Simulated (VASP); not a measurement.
ScCu:

```xyz
2
Lattice="3.2560 0.0000 0.0000 0.0000 3.2560 0.0000 0.0000 0.0000 3.2560" Properties=species:S:1:pos:R:3 pbc="T T T"
Sc    1.6280    1.6280    1.6280
Cu    0.0000    0.0000    0.0000
```

```yaml
Program: VASP 6.6.1
Task: relaxation of volume and atoms at fixed shape
Functional: LDA
Potentials_or_basis: VASP PAW LDA potentials, release 64 (Sc_sv, Cu)
Cutoff: 600 eV
k_mesh: 8 × 8 × 8
Occupations: gaussian, width 0.1 eV
Spin: no spin polarisation
```

At the start: pressure -7.0 GPa; volume 17.26 Å³/atom.

Problem. How do energy, volume and symmetry change on relaxing?

Solution. Over 3 steps the energy falls by 30.9 meV/atom and the volume is 15.95 Å³/atom (-7.6 %); space group Pm-3m (No. 221, to 0.05 Å).

The path:
| step | energy change (eV) | largest force (eV/Å) | pressure (GPa) | volume (Å³) |
| --- | --- | --- | --- | --- |
| 1 | 0.0000 | 0.0000 | -7.03 | 34.52 |
| 2 | -0.0501 | 0.0000 | 3.77 | 30.87 |
| 3 | -0.0619 | 0.0000 | 0.04 | 31.90 |

Final structure:
```xyz
2
Lattice="3.1715 0.0000 0.0000 0.0000 3.1715 0.0000 0.0000 0.0000 3.1715" Properties=species:S:1:pos:R:3 pbc="T T T"
Sc    1.5857    1.5857    1.5857
Cu    0.0000    0.0000    0.0000
```
